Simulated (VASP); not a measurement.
# In (I4/mmm) in VASP: notebook

The runs below take In through single point, with PBE.

All numbers are computed with VASP 6.6.1; they aren't measurements. Logs are shortened: lines on timing, memory, paths and dates and some standing lists are left out, and cuts for length are marked.

### Step 1. The cell of the first run

Symmetry: I4/mmm, No. 139, tetragonal system. The conventional cell has a = 3.196 Å, b = 3.196 Å, c = 4.864 Å, α = 90.00°, β = 90.00°, γ = 90.00°. Within 4.2 Å of In (site symmetry 4/mmm) lie 12 In at 3.20 to 3.32 Å.

### Step 2. Single point, PBE

The input, INCAR:

```
ALGO = Normal ; EDIFF = 1E-7
ENCUT = 520 ; GGA = PE
ISIF = 2 ; ISMEAR = -1
LASPH = True ; LCHARG = True
LELF = True ; LREAL = False
LVHAR = True ; LWAVE = False
NBANDS = 12 ; NELM = 80
PREC = Accurate ; SIGMA = 0.1
```

The input, KPOINTS:

```
k-points
0
Gamma
  10 10 10
```

The input, POSCAR:

```
In
1.0
   -1.5979143377      1.5979143377      2.4317647801
    1.5979143377     -1.5979143377      2.4317647801
    1.5979143377      1.5979143377     -2.4317647801
In
1
Direct
    0.0000000000      0.0000000000      0.0000000000
```

Potentials or basis: VASP PAW PBE potentials, release 64 (In_d).

On the command line:

```
$ cat potpaw_PBE.64/In_d/POTCAR > POTCAR
$ mpirun -np 1 vasp_std > vasp.out
```

OUTCAR:

```text
EDIFF = 1E-7
   ENCUT = 520
   GGA = PE
   ISIF = 2
   ISMEAR = -1
   LASPH = True
   LREAL = False
   NELM = 80
   PREC = Accurate

 ion  position               nearest neighbor table
   1  0.000  0.000  0.000-

  LATTYP: Found a body centered tetragonal cell.
 ALAT       =     3.1958286754
 C/A-ratio  =     1.5218367610

  Lattice vectors:

 A1 = (  -1.5979143377,   1.5979143377,   2.4317647801)
 A2 = (   1.5979143377,  -1.5979143377,   2.4317647801)
 A3 = (   1.5979143377,   1.5979143377,  -2.4317647801)

Analysis of symmetry for initial positions (statically):
=====================================================================
 Subroutine PRICEL returns:
 Original cell was already a primitive cell.

 Routine SETGRP: Setting up the symmetry group for a
 body centered tetragonal supercell.

 Subroutine GETGRP returns: Found 16 space group operations
 (whereof 16 operations were pure point group operations)
 out of a pool of 16 trial point group operations.

The static configuration has the point symmetry D_4h.

Analysis of symmetry for dynamics (positions and initial velocities):
=====================================================================
 Subroutine PRICEL returns:
 Original cell was already a primitive cell.

 Routine SETGRP: Setting up the symmetry group for a
 body centered tetragonal supercell.

 Subroutine GETGRP returns: Found 16 space group operations
 (whereof 16 operations were pure point group operations)
 out of a pool of 16 trial point group operations.

The dynamic configuration has the point symmetry D_4h.

 Subroutine INISYM returns: Found 16 space group operations
 (whereof 16 operations are pure point group operations),
 and found     1 'primitive' translations

----------------------------------------------------------------------------------------

                                     Primitive cell

  volume of cell :      24.8364

  direct lattice vectors                    reciprocal lattice vectors
    -1.597914338  1.597914338  2.431764780     0.000000000  0.312907888  0.205611992
     1.597914338 -1.597914338  2.431764780     0.312907888  0.000000000  0.205611992
     1.597914338  1.597914338 -2.431764780     0.312907888  0.312907888  0.000000000

  length of vectors
     3.319659682  3.319659682  3.319659682     0.374416396  0.374416396  0.442518578

  position of ions in fractional coordinates (direct lattice)
     0.000000000  0.000000000  0.000000000

  ion indices of the primitive-cell ions
   primitive index   ion index
                 1           1

[... 83 lines left out ...]
   NUPDOWN=      -1.0000    fix difference up-down
   EMIN   =  10.00;   EMAX   =-10.00  energy-range for DOS
   EFERMI =   0.00;   METHOD = LEGACY
   ISMEAR =    -1;   SIGMA  =   0.10  broadening in eV -4-tet -1-fermi 0-gaus
   EFERMI_NEDOS =   21; number of points for ismear=-14 and -15
   IALGO  =     38    algorithm
   IMIX   =      4    mixing-type and parameters
     AMIX     =   0.40;   BMIX     =  1.00
     AMIX_MAG =   1.60;   BMIX_MAG =  1.00
  volume/ion in A,a.u.               =      24.84       167.60
  Fermi-wavevector in a.u.,A,eV,Ry     =   1.319349  2.493209 23.683422  1.740682
  Thomas-Fermi vector in A             =   2.449254
   LORBIT       =      0    0 simple, 1 ext, 2 COOP (PROOUT), +10 PAW based schemes
   GGA     = PE    functional components
   LHFCALC =     F    Hartree Fock is set to
   AEXX    =    0.0000 exact exchange contribution
   IVDW    =     0    specifies the selected vdW correction
   LEPSILON=     F    determine dielectric tensor
   LRPA    =     F    only Hartree local field effects (RPA)
 non-spin polarized calculation
  energy-cutoff  :      520.00
  volume of cell :       24.84
 maximum number of plane-waves:       681
 NGX is ok and might be reduce to    28
   NGX = 13   NGY = 13   NGZ = 13

 number of electron      12.9999997 magnetization

 Free energy of the ion-electron system (eV)
  ---------------------------------------------------
  ext. energy  EPLUGINS =         0.00000000
  ---------------------------------------------------
  free energy    TOTEN  =        -2.53626460 eV

  energy without entropy =       -2.52297889  energy(sigma->0) =       -2.52962175

 E-fermi :   8.1407     XC(G=0): -10.5024

 val. band max:        8.1135290047   @ k =  -0.2000   0.3000   0.2000
 cond. band min:       8.1901546615   @ k =   0.5000   0.3000   0.0000
 fundamental gap:      0.0766256568
 Fermi energy:         8.1407304853

 k-point     1 :       0.0000    0.0000    0.0000
  band No.  band energies     occupation
      1      -6.6439      2.00000
      2      -6.5277      2.00000
      3      -6.5277      2.00000
      4      -6.4344      2.00000
      5      -6.3115      2.00000
      6      -1.7830      2.00000
      7      19.1465      0.00000
      8      19.1465      0.00000
      9      19.3380      0.00000
     10      19.8117      0.00000
     11      22.5509      0.00000
     12      22.6502      0.00000
[... 331 lines left out ...]
 k-point    24 :       0.4000    0.3000    0.0000
  band No.  band energies     occupation
      1      -6.6725      2.00000
      2      -6.5160      2.00000
      3      -6.3488      2.00000
      4      -6.3437      2.00000
      5      -6.2065      2.00000
      6       5.3748      2.00000
      7       6.6215      2.00000
      8       9.6036      0.00000
      9      13.4943      0.00000
     10      16.5531      0.00000
     11      23.4284      0.00000
     12      24.9933      0.00000

 [... further k-points ...]

------------------------ aborting loop because EDIFF is reached ----------------------------------------

  FORCE on cell =-STRESS in cart. coord.  units (eV):
  Direction    XX          YY          ZZ          XY          YZ          ZX
  --------------------------------------------------------------------------------------
  -------------------------------------------------------------------------------------
  Total        0.8358925      0.8358925      0.4795744      0.0000000     -0.0000000      0.0000000
  in kB       53.9228065     53.9228065     30.9369900      0.0000000     -0.0000000      0.0000000
  external PRESSURE =      46.2608677 kB  Pullay stress =       0.0000000 kB

 VOLUME and BASIS-vectors are now :
 -----------------------------------------------------------------------------
  energy-cutoff  :      520.00
  volume of cell :       24.84
      direct lattice vectors                 reciprocal lattice vectors
    -1.597914338  1.597914338  2.431764780     0.000000000  0.312907888  0.205611992
     1.597914338 -1.597914338  2.431764780     0.312907888  0.000000000  0.205611992
     1.597914338  1.597914338 -2.431764780     0.312907888  0.312907888  0.000000000

 POSITION                                       TOTAL-FORCE (eV/Angst)
 -----------------------------------------------------------------------------------
      0.00000      0.00000      0.00000         0.000000     -0.000000      0.000000
 -----------------------------------------------------------------------------------
    total drift:                               -0.000000     -0.000000     -0.000000

  FREE ENERGIE OF THE ION-ELECTRON SYSTEM (eV)
  ---------------------------------------------------
  free  energy   TOTEN  =        -2.5362646048 eV

  energy  without entropy=       -2.5229788914  energy(sigma->0) =       -2.52962175
```

OSZICAR:

```text
N       E                     dE             d eps       ncg     rms          rms(c)
DAV:   1     0.784623031773E+02    0.78462E+02   -0.61536E+03  2472   0.138E+03
DAV:   2     0.114777659979E+01   -0.77315E+02   -0.75225E+02  2556   0.293E+02
DAV:   3    -0.248161774423E+01   -0.36294E+01   -0.36189E+01  2924   0.643E+01
DAV:   4    -0.256453824676E+01   -0.82921E-01   -0.82896E-01  3152   0.951E+00
DAV:   5    -0.256824848472E+01   -0.37102E-02   -0.37101E-02  3416   0.174E+00    0.259E+00
DAV:   6    -0.254197666144E+01    0.26272E-01   -0.40407E-02  3144   0.423E+00    0.128E+00
DAV:   7    -0.253662236698E+01    0.53543E-02   -0.12453E-02  3220   0.219E+00    0.281E-01
DAV:   8    -0.253625710654E+01    0.36526E-03   -0.98297E-04  3372   0.524E-01    0.351E-02
DAV:   9    -0.253626392979E+01   -0.68233E-05   -0.13642E-05  3520   0.485E-02    0.176E-02
DAV:  10    -0.253626453517E+01   -0.60538E-06   -0.15036E-06  2840   0.147E-02    0.178E-03
DAV:  11    -0.253626460478E+01   -0.69614E-07   -0.34856E-08  2156   0.232E-03
   1 F= -.25362646E+01 E0= -.25296217E+01  d E =-.132857E-01
```

stdout:

```text
POSCAR found type information on POSCAR In
 POSCAR found :  1 types and       1 ions
 scaLAPACK will be used
 LDA part: xc-table for (Slater+PW92), standard interpolation
 POSCAR, INCAR and KPOINTS ok, starting setup
 FFT: planning ... GRIDC
 FFT: planning ... GRID_SOFT
 FFT: planning ... GRID
 WAVECAR not read
 entering main loop
```

It took 45 s on 1 thread of Intel Xeon 8259CL, shared host; peak memory 0.17 GiB.

Results:

- Free energy: -2.5363 eV
- Pressure: 4.6 GPa

Stress tensor (GPa, compression positive):
```
5.39 0.00 0.00
0.00 5.39 0.00
0.00 0.00 3.09
```

Caveat: spin-orbit coupling is left out, which moves the levels of the heavy elements.

### Step 3. Single point, PBE

This run uses another cell than the first one, of 25.62 Å³/atom, 1.032 times its volume.

The input, INCAR:

```
SYSTEM = In
PREC = Accurate
ENCUT = 520
EDIFF = 1E-6
ISMEAR = -1
SIGMA = 0.1
LREAL = .FALSE.
LASPH = .TRUE.
NELM = 80
ALGO = Normal
ISIF = 2
LWAVE = .FALSE.
LCHARG = .FALSE.
GGA = PE
NBANDS = 12
```

The input, KPOINTS:

```
Automatic mesh
0
G
  10 10 10
  0 0 0
```

The input, POSCAR:

```
In
1.0
   -1.6145604767      1.6145604767      2.4570974863
    1.6145604767     -1.6145604767      2.4570974863
    1.6145604767      1.6145604767     -2.4570974863
In
1
Direct
    0.0000000000      0.0000000000      0.0000000000
```

Potentials or basis: VASP PAW PBE potentials, release 64 (In_d).

On the command line:

```
$ cat potpaw_PBE.64/In_d/POTCAR > POTCAR
$ mpirun -np 1 vasp_std > vasp.out
```

It took 38 s on 1 thread of Intel Xeon 8259CL, shared host; peak memory 0.17 GiB.

Results (log left out):

* Free energy: -2.5551 eV
* Pressure: 2.9 GPa

Stress tensor (GPa, compression positive):
```
3.70 0.00 0.00
0.00 3.70 0.00
0.00 0.00 1.45
```

Levels at points of the mesh, in eV from the Fermi level:
| k point | band 2 | band 3 | band 4 | band 5 | band 6 | band 7 | band 8 | band 9 | band 10 | band 11 |
| --- | --- | --- | --- | --- | --- | --- | --- | --- | --- | --- |
| (0.00, 0.00, 0.00) | -14.61 | -14.61 | -14.53 | -14.42 | -9.68 | 10.74 | 10.74 | 10.92 | 11.63 | 14.16 |
| (0.50, 0.00, 0.00) | -14.69 | -14.60 | -14.33 | -14.29 | -4.31 | -3.46 | 7.67 | 9.33 | 11.17 | 11.58 |
| (0.50, 0.50, 0.00) | -14.79 | -14.33 | -14.31 | -14.21 | -2.01 | -1.59 | 3.58 | 4.00 | 7.14 | 7.42 |
| (0.50, 0.50, 0.50) | -14.79 | -14.31 | -14.28 | -14.28 | -2.89 | -2.74 | 4.80 | 4.80 | 8.29 | 8.33 |

Caveat: spin-orbit coupling is left out, which moves the levels of the heavy elements.

### Step 4. Single point, PBE

This run uses another cell than the first one, of 26.41 Å³/atom, 1.063 times its volume.

The input, INCAR:

```
SYSTEM = In
PREC     = Accurate       ! precision mode
ENCUT    = 520            ! plane-wave cutoff, eV
EDIFF    = 1E-6           ! SCF threshold, eV
ISMEAR   = -1             ! smearing method
SIGMA    = 0.1            ! smearing width, eV
LREAL    = .False.        ! projectors in reciprocal space
LASPH    = .True.         ! aspherical terms in the spheres
NELM     = 80             ! most SCF steps
ALGO     = Normal         ! electronic algorithm
ISIF     = 2              ! what is computed and relaxed
LWAVE    = .False.        ! write WAVECAR
LCHARG   = .False.        ! write CHGCAR
GGA      = PE             ! functional
NBANDS   = 12             ! bands
```

The input, KPOINTS:

```
regular mesh
0
Gamma
  10 10 10
  0 0 0
```

The input, POSCAR:

```
In
1.0
   -1.6308702722      1.6308702722      2.4819183328
    1.6308702722     -1.6308702722      2.4819183328
    1.6308702722      1.6308702722     -2.4819183328
In
1
Direct
    0.0000000000      0.0000000000      0.0000000000
```

Potentials or basis: VASP PAW PBE potentials, release 64 (In_d).

On the command line:

```
$ cat potpaw_PBE.64/In_d/POTCAR > POTCAR
$ mpirun -np 1 vasp_std > vasp.out
```

OUTCAR:

```text
SYSTEM = In
   PREC = Accurate
   ENCUT = 520
   EDIFF = 1E-6
   ISMEAR = -1
   LREAL = .False.
   LASPH = .True.
   NELM = 80
   ISIF = 2
   GGA = PE

 ion  position               nearest neighbor table
   1  0.000  0.000  0.000-

  LATTYP: Found a body centered tetragonal cell.
 ALAT       =     3.2617405444
 C/A-ratio  =     1.5218367611

  Lattice vectors:

 A1 = (  -1.6308702722,   1.6308702722,   2.4819183328)
 A2 = (   1.6308702722,  -1.6308702722,   2.4819183328)
[... 540 lines left out ...]

 [... further k-points ...]

------------------------ aborting loop because EDIFF is reached ----------------------------------------

  FORCE on cell =-STRESS in cart. coord.  units (eV):
  Direction    XX          YY          ZZ          XY          YZ          ZX
  --------------------------------------------------------------------------------------
  -------------------------------------------------------------------------------------
  Total        0.3717050      0.3717050      0.0190120      0.0000000     -0.0000000      0.0000000
  in kB       22.5539525     22.5539525      1.1535911      0.0000000     -0.0000000      0.0000000
  external PRESSURE =      15.4204987 kB  Pullay stress =       0.0000000 kB

 VOLUME and BASIS-vectors are now :
 -----------------------------------------------------------------------------
  energy-cutoff  :      520.00
  volume of cell :       26.41
      direct lattice vectors                 reciprocal lattice vectors
    -1.630870272  1.630870272  2.481918333     0.000000000  0.306584778  0.201457072
     1.630870272 -1.630870272  2.481918333     0.306584778  0.000000000  0.201457072
     1.630870272  1.630870272 -2.481918333     0.306584778  0.306584778  0.000000000

 POSITION                                       TOTAL-FORCE (eV/Angst)
 -----------------------------------------------------------------------------------
      0.00000      0.00000      0.00000         0.000000     -0.000000      0.000000
 -----------------------------------------------------------------------------------
    total drift:                               -0.000000     -0.000000     -0.000000

  FREE ENERGIE OF THE ION-ELECTRON SYSTEM (eV)
  ---------------------------------------------------
  free  energy   TOTEN  =        -2.5663881100 eV

  energy  without entropy=       -2.5525252101  energy(sigma->0) =       -2.55945666
```

OSZICAR:

```text
N       E                     dE             d eps       ncg     rms          rms(c)
DAV:   1     0.794835610536E+02    0.79484E+02   -0.62047E+03  2500   0.136E+03
DAV:   2     0.116067492735E+01   -0.78323E+02   -0.76216E+02  2600   0.298E+02
DAV:   3    -0.250513557185E+01   -0.36658E+01   -0.36533E+01  2920   0.641E+01
DAV:   4    -0.258965802428E+01   -0.84522E-01   -0.84498E-01  3168   0.963E+00
DAV:   5    -0.259330634061E+01   -0.36483E-02   -0.36482E-02  3364   0.174E+00    0.226E+00
DAV:   6    -0.257093348127E+01    0.22373E-01   -0.36050E-02  3112   0.387E+00    0.112E+00
DAV:   7    -0.256663585810E+01    0.42976E-02   -0.11225E-02  3216   0.200E+00    0.255E-01
DAV:   8    -0.256638030224E+01    0.25556E-03   -0.88362E-04  3352   0.493E-01    0.339E-02
DAV:   9    -0.256638753496E+01   -0.72327E-05   -0.12987E-05  3452   0.457E-02    0.141E-02
DAV:  10    -0.256638811003E+01   -0.57507E-06   -0.10063E-06  2180   0.118E-02
   1 F= -.25663881E+01 E0= -.25594567E+01  d E =-.138629E-01
```

stdout:

```text
POSCAR found type information on POSCAR In
 POSCAR found :  1 types and       1 ions
 scaLAPACK will be used
 LDA part: xc-table for (Slater+PW92), standard interpolation
 POSCAR, INCAR and KPOINTS ok, starting setup
 FFT: planning ... GRIDC
 FFT: planning ... GRID_SOFT
 FFT: planning ... GRID
 WAVECAR not read
 entering main loop
```

It took 46 s on 1 thread of Intel Xeon 8259CL, shared host; peak memory 0.17 GiB.

What came out:

- Free energy: -2.5664 eV
- Pressure: 1.5 GPa

Caveat: spin-orbit coupling is left out, which moves the levels of the heavy elements.

### Step 5. Summary

```tsv
cell	gap on the mesh (eV)	pressure (GPa)
a = 3.320 Å, angles 122.5, 122.5, 85.8°, 1 atom	none	4.6
a = 3.354 Å, angles 122.5, 122.5, 85.8°, 1 atom	none	2.9
a = 3.388 Å, angles 122.5, 122.5, 85.8°, 1 atom	none	1.5
```

Alike in all rows: task single point; level PBE; potentials or basis VASP PAW PBE potentials, release 64 (In_d); no spin polarisation; k mesh 10 × 10 × 10; cutoff (eV) 520; smearing fermi-dirac 0.1 eV.

Caveats: spin-orbit coupling is left out, which moves the levels of the heavy elements.

Absolute energies hang on the potentials; compare differences alone.
